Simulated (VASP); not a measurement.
# AlCu6 (P6/mmm) in VASP: relaxation of cell and atoms with PBE

Aim: the relaxation of cell and atoms of AlCu6 with PBE.

Program: VASP 6.6.1. These are calculated values, not measurements. Logs are shortened: lines on timing, memory, paths and dates and some standing lists are left out, and cuts for length are marked.

## 1. The cell of the first run

The structure is hexagonal, space group P6/mmm (No. 191). Conventional cell: a = 4.820 Å, b = 4.820 Å, c = 5.370 Å, α = 90.00°, β = 90.00°, γ = 120.00°. Within 3.2 Å of Al (site symmetry 6/mmm) lie 6 Cu at 2.41 Å. Within 3.2 Å of Cu (site symmetry mmm) lie 6 Cu at 2.41 to 2.68 Å and 2 Al at 2.41 Å. Cu (site symmetry mmm) has 6 Cu at 2.41 to 2.68 Å within 3.2 Å.

The cell was generated, and may not be a known phase.

## 2. Relaxation of cell and atoms, PBE

INCAR

```
PREC = Accurate
ENCUT = 600
EDIFF = 1E-7
ISMEAR = 0
SIGMA = 0.2
LREAL = False
LASPH = True
NELM = 120
ALGO = Normal
ISIF = 3
LWAVE = False
LCHARG = False
GGA = PE
IBRION = 2
NSW = 36
EDIFFG = -0.08
GGA_COMPAT = False
NELMIN = 4
```

KPOINTS

```
regular mesh
0
Gamma
  4 4 3
```

POSCAR

```
AlCu6
1.0
    4.8203810800      0.0000000000      0.0000000000
   -2.4101905400      4.1745724700      0.0000000000
    0.0000000000      0.0000000000      5.3698449300
Al Cu
1 6
Direct
    0.0000000000      0.0000000000      0.5000000000
    0.5000000000      0.0000000000      0.5000000000
    0.0000000000      0.5000000000      0.5000000000
    0.5000000000      0.5000000000      0.5000000000
    0.5000000000      0.0000000000      0.0000000000
    0.0000000000      0.5000000000      0.0000000000
    0.5000000000      0.5000000000      0.0000000000
```

Potentials or basis: VASP PAW PBE potentials, release 64 (Al, Cu).

Command:

```
cat potpaw_PBE.64/Al/POTCAR potpaw_PBE.64/Cu/POTCAR > POTCAR
mpirun -np 1 vasp_std > vasp.out
```

OUTCAR:

```text
PREC = Accurate
   ENCUT = 600
   EDIFF = 1E-7
   ISMEAR = 0
   LREAL = False
   LASPH = True
   NELM = 120
   ISIF = 3
   GGA = PE
   IBRION = 2
   NSW = 36
   EDIFFG = -0.08
   NELMIN = 4

 ion  position               nearest neighbor table
   1  0.000  0.000  0.500-   3 2.41   4 2.41   3 2.41   4 2.41   2 2.41   2 2.41
   2  0.500  0.000  0.500-   3 2.41   4 2.41   4 2.41   3 2.41   1 2.41   1 2.41   5 2.68   5 2.68

   3  0.000  0.500  0.500-   1 2.41   2 2.41   1 2.41   2 2.41   4 2.41   4 2.41   6 2.68   6 2.68

   4  0.500  0.500  0.500-   1 2.41   2 2.41   2 2.41   1 2.41   3 2.41   3 2.41   7 2.68   7 2.68

   5  0.500  0.000  0.000-   6 2.41   7 2.41   7 2.41   6 2.41   2 2.68   2 2.68
   6  0.000  0.500  0.000-   5 2.41   5 2.41   7 2.41   7 2.41   3 2.68   3 2.68
   7  0.500  0.500  0.000-   5 2.41   5 2.41   6 2.41   6 2.41   4 2.68   4 2.68

  LATTYP: Found a hexagonal cell.
 ALAT       =     4.8203810800
 C/A-ratio  =     1.1139876373

  Lattice vectors:

 A1 = (   4.8203810800,   0.0000000000,   0.0000000000)
 A2 = (  -2.4101905400,   4.1745724700,   0.0000000000)
 A3 = (   0.0000000000,   0.0000000000,   5.3698449300)

Analysis of symmetry for initial positions (statically):
=====================================================================
 Subroutine PRICEL returns:
 Original cell was already a primitive cell.

 Routine SETGRP: Setting up the symmetry group for a
 hexagonal supercell.

 Subroutine GETGRP returns: Found 24 space group operations
 (whereof 24 operations were pure point group operations)
 out of a pool of 24 trial point group operations.

The static configuration has the point symmetry D_6h.

Analysis of symmetry for dynamics (positions and initial velocities):
=====================================================================
 Subroutine PRICEL returns:
 Original cell was already a primitive cell.

 Routine SETGRP: Setting up the symmetry group for a
 hexagonal supercell.

 Subroutine GETGRP returns: Found 24 space group operations
 (whereof 24 operations were pure point group operations)
 out of a pool of 24 trial point group operations.

The dynamic configuration has the point symmetry D_6h.

 Subroutine INISYM returns: Found 24 space group operations
 (whereof 24 operations are pure point group operations),
 and found     1 'primitive' translations

----------------------------------------------------------------------------------------

                                     Primitive cell

  volume of cell :     108.0576

  direct lattice vectors                    reciprocal lattice vectors
     4.820381080  0.000000000  0.000000000     0.207452478  0.119772744  0.000000000
    -2.410190540  4.174572470  0.000000000     0.000000000  0.239545488  0.000000000
     0.000000000  0.000000000  5.369844930     0.000000000  0.000000000  0.186225117

  length of vectors
     4.820381080  4.820381079  5.369844930     0.239545488  0.239545488  0.186225117

  position of ions in fractional coordinates (direct lattice)
     0.000000000  0.000000000  0.500000000
     0.500000000  0.000000000  0.500000000
     1.000000000  0.500000000  0.500000000
     0.500000000  0.500000000  0.500000000
     0.500000000  0.000000000  0.000000000
     1.000000000  0.500000000  0.000000000
     0.500000000  0.500000000  0.000000000

  ion indices of the primitive-cell ions
   primitive index   ion index
                 1           1
                 2           2
                 3           3
                 4           4
                 5           5
                 6           6
                 7           7

----------------------------------------------------------------------------------------

 KPOINTS: regular mesh

Automatic generation of k-mesh.
 Grid dimensions read from file:
 generate k-points for:    4    4    3

 Generating k-lattice:

  Cartesian coordinates                     Fractional coordinates (reciprocal lattice)
     0.051863120  0.029943186  0.000000000     0.250000000 -0.000000000  0.000000000
     0.000000000  0.059886372  0.000000000     0.000000000  0.250000000  0.000000000
     0.000000000  0.000000000  0.062075039     0.000000000  0.000000000  0.333333333

  Length of vectors
     0.059886372  0.059886372  0.062075039

  Shift w.r.t. Gamma in fractional coordinates (k-lattice)
     0.000000000  0.000000000  0.000000000

 Subroutine IBZKPT returns following result:
 ===========================================

 Found      8 irreducible k-points:

 Following reciprocal coordinates:
            Coordinates               Weight
  0.000000  0.000000  0.000000      1.000000
  0.250000  0.000000  0.000000      6.000000
  0.500000  0.000000  0.000000      3.000000
  0.250000  0.250000  0.000000      6.000000
  0.000000  0.000000  0.333333      2.000000
  0.250000  0.000000  0.333333     12.000000
  0.500000  0.000000  0.333333      6.000000
  0.250000  0.250000  0.333333     12.000000
   k-points           NKPTS =      8   k-points in BZ     NKDIM =      8   number of bands    NBANDS=     41
   number of dos      NEDOS =    301   number of ions     NIONS =      7
   total plane-waves  NPLWV =  76800
   dimension x,y,z NGX =    40 NGY =   40 NGZ =   48
   dimension x,y,z NGXF=    80 NGYF=   80 NGZF=   96
   ions per type =               1   6
   NGX,Y,Z   is equivalent  to a cutoff of  13.80, 13.80, 14.86 a.u.
   NGXF,Y,Z  is equivalent  to a cutoff of  27.59, 27.59, 29.72 a.u.
 SYSTEM =  unknown system
   PREC   = accura    normal or accurate (medium, high low for compatibility)
   ISTART =      0    job   : 0-new  1-cont  2-samecut
   ICHARG =      2    charge: 1-file 2-atom 10-const
   ISPIN  =      1    spin polarized calculation?
   LNONCOLLINEAR =      F non collinear calculations
   LSORBIT =      F    spin-orbit coupling
   LASPH  =      T    aspherical Exc in radial PAW
   ENCUT  =  600.0 eV  44.10 Ry    6.64 a.u.   9.63  9.63 10.72*2*pi/ulx,y,z
   NELM   =    120;   NELMIN=  4; NELMDL= -5     # of ELM steps
   EDIFF  = 0.1E-06   stopping-criterion for ELM
   LREAL  =      F    real-space projection
   EDIFFG = -.8E-01   stopping-criterion for IOM
   NSW    =     36    number of steps for IOM
   IBRION =      2    ionic relax: 0-MD 1-quasi-New 2-CG
   NFREE  =      1    steps in history (QN), initial steepest desc. (CG)
   ISIF   =      3    stress and relaxation
   ISYM   =      2    0-nonsym 1-usesym 2-fastsym
   POTIM  = 0.5000    time-step for ionic-motion
   TEBEG  =    0.0;   TEEND  =   0.0 temperature during run
   PSTRESS=    0.0 pullay stress
   NELECT =      69.0000    total number of electrons
   NUPDOWN=      -1.0000    fix difference up-down
   EMIN   =  10.00;   EMAX   =-10.00  energy-range for DOS
   EFERMI =   0.00;   METHOD = LEGACY
   ISMEAR =     0;   SIGMA  =   0.20  broadening in eV -4-tet -1-fermi 0-gaus
   EFERMI_NEDOS =   21; number of points for ismear=-14 and -15
   IALGO  =     38    algorithm
   IMIX   =      4    mixing-type and parameters
     AMIX     =   0.40;   BMIX     =  1.00
     AMIX_MAG =   1.60;   BMIX_MAG =  1.00
  volume/ion in A,a.u.               =      15.44       104.17
  Fermi-wavevector in a.u.,A,eV,Ry     =   1.409742  2.664025 27.039826  1.987371
  Thomas-Fermi vector in A             =   2.531766
   LORBIT       =      0    0 simple, 1 ext, 2 COOP (PROOUT), +10 PAW based schemes
   GGA     = PE    functional components
   LHFCALC =     F    Hartree Fock is set to
   AEXX    =    0.0000 exact exchange contribution
   IVDW    =     0    specifies the selected vdW correction
   LEPSILON=     F    determine dielectric tensor
   LRPA    =     F    only Hartree local field effects (RPA)
 conjugate gradient relaxation of ions
 non-spin polarized calculation
 Gauss-broadening in eV      SIGMA  =   0.20
  energy-cutoff  :      600.00
  volume of cell :      108.06
 maximum number of plane-waves:      3633
 NGX is ok and might be reduce to    40
   NGX = 19   NGY = 19   NGZ = 21

--------------------------------------- Ionic step        1  -------------------------------------------

 number of electron      68.9999985 magnetization

 Free energy of the ion-electron system (eV)
  ---------------------------------------------------
  ext. energy  EPLUGINS =         0.00000000
  ---------------------------------------------------
  free energy    TOTEN  =       -23.36358563 eV

  energy without entropy =      -23.28418836  energy(sigma->0) =      -23.32388699

------------------------ aborting loop because EDIFF is reached ----------------------------------------

  FORCE on cell =-STRESS in cart. coord.  units (eV):
  Direction    XX          YY          ZZ          XY          YZ          ZX
  --------------------------------------------------------------------------------------
  -------------------------------------------------------------------------------------
  Total        5.7293706      5.7293706    -10.6098034      0.0000000      0.0000000      0.0000000
  in kB       84.9498024     84.9498023   -157.3123415      0.0000000      0.0000000      0.0000000
  external PRESSURE =       4.1957544 kB  Pullay stress =       0.0000000 kB

 VOLUME and BASIS-vectors are now :
 -----------------------------------------------------------------------------
  energy-cutoff  :      600.00
  volume of cell :      108.06
      direct lattice vectors                 reciprocal lattice vectors
     4.820381080  0.000000000  0.000000000     0.207452478  0.119772744  0.000000000
    -2.410190540  4.174572470  0.000000000     0.000000000  0.239545488  0.000000000
     0.000000000  0.000000000  5.369844930     0.000000000  0.000000000  0.186225117
[... 206 lines left out ...]
 POSITION                                       TOTAL-FORCE (eV/Angst)
 -----------------------------------------------------------------------------------
      0.00000      0.00000      2.36971        -0.000000      0.000000      0.000000
      2.50043      0.00000      2.36971        -0.000000      0.000000      0.000000
     -1.25022      2.16544      2.36971        -0.000000      0.000000      0.000000
      1.25022      2.16544      2.36971        -0.000000      0.000000      0.000000
      2.50043      0.00000      0.00000        -0.000000     -0.000000      0.000000
     -1.25022      2.16544      4.73941         0.000000      0.000000      0.000000
      1.25022      2.16544     -0.00000        -0.000000     -0.000000      0.000000
 -----------------------------------------------------------------------------------
    total drift:                               -0.000000      0.000000     -0.000000

  FREE ENERGIE OF THE ION-ELECTRON SYSTEM (eV)
  ---------------------------------------------------
  free  energy   TOTEN  =       -24.3471839774 eV

  energy  without entropy=      -24.2788147070  energy(sigma->0) =      -24.31299934

--------------------------------------- Ionic step        7  -------------------------------------------

 number of electron      68.9999952 magnetization

 Free energy of the ion-electron system (eV)
  ---------------------------------------------------
  ext. energy  EPLUGINS =         0.00000000
  ---------------------------------------------------
  free energy    TOTEN  =       -24.36005751 eV

  energy without entropy =      -24.29311612  energy(sigma->0) =      -24.32658682

 E-fermi :   5.8782     XC(G=0): -11.3165

 val. band max:        5.8611249500   @ k =   0.5000   0.0000   0.0000
 cond. band min:       5.9541114381   @ k =   0.2500   0.0000   0.3333
 fundamental gap:      0.0929864880
 Fermi energy:         5.8781548458

 k-point     1 :       0.0000    0.0000    0.0000
  band No.  band energies     occupation
      1      -2.8842      2.00000
      2       0.7200      2.00000
      3       1.4127      2.00000
      4       1.4210      2.00000
      5       1.5845      2.00000
      6       1.5845      2.00000
[... 363 lines left out ...]
 POSITION                                       TOTAL-FORCE (eV/Angst)
 -----------------------------------------------------------------------------------
      4.95476      0.00000      2.38842         0.000000      0.000000      0.000000
      2.47738      0.00000      2.38842         0.000000      0.000000      0.000000
     -1.23869      2.14548      2.38842         0.000000      0.000000      0.000000
      1.23869      2.14548      2.38842        -0.000000      0.000000      0.000000
      0.00000      4.29095     -0.00000         0.000000     -0.000000      0.000000
     -1.23869      2.14548     -0.00000         0.000000      0.000000      0.000000
      1.23869      2.14548     -0.00000        -0.000000     -0.000000      0.000000
 -----------------------------------------------------------------------------------
    total drift:                               -0.000000      0.000000     -0.000000

  FREE ENERGIE OF THE ION-ELECTRON SYSTEM (eV)
  ---------------------------------------------------
  free  energy   TOTEN  =       -24.3600575114 eV

  energy  without entropy=      -24.2931161207  energy(sigma->0) =      -24.32658682

 reached required accuracy - stopping structural energy minimisation
```

Wall time 11 min (1 thread of Intel Xeon 8259CL, shared host); peak memory 0.28 GiB.

Results:

| Item | Value |
| --- | --- |
| Free energy | -24.3601 eV |
| Relaxed volume | 14.51 Å³/atom |
| Relaxed cell | a = 4.955 Å, b = 4.955 Å, c = 4.777 Å, α = 90.00°, β = 90.00°, γ = 120.00° |
| Space group after relaxing (to 0.1 Å) | P6/mmm (No. 191) |
| Energy gained by relaxing | 142.4 meV/atom |
| Ionic steps | 7 |
| Pressure after relaxing | 0.2 GPa |
| Band gap on the k mesh | zero (an odd number of electrons rules out a gap without spin polarisation) |

Step by step:
```
step  energy change (eV)  largest force (eV/Å)  pressure (GPa)  volume (Å³)
   1              0.0000                0.0000            0.42       108.06
   2             -0.8415                0.0000           -4.82       108.22
   3             -0.8848                0.0000           -5.16       108.14
   4             -0.8876                0.0000           -5.18       108.12
   5             -0.9610                0.0000            1.52       100.23
   6             -0.9836                0.0000           -0.92       102.65
   7             -0.9965                0.0000            0.21       101.56
```

Final structure:
```
CELL_PARAMETERS angstrom
4.95476 0.00000 0.00000
-2.47738 4.29095 0.00000
0.00000 0.00000 4.77684
ATOMIC_POSITIONS crystal
Al 0.00000 0.00000 0.50000
Cu 0.50000 0.00000 0.50000
Cu 0.00000 0.50000 0.50000
Cu 0.50000 0.50000 0.50000
Cu 0.50000 0.00000 0.00000
Cu 0.00000 0.50000 0.00000
Cu 0.50000 0.50000 0.00000
```

Caveat: the k points lie up to 0.44 Å⁻¹ apart in the final cell, too coarse for converged energies and pressures of a metal.

The gap in the log of VASP goes by the Fermi energy; the results here count the filled bands.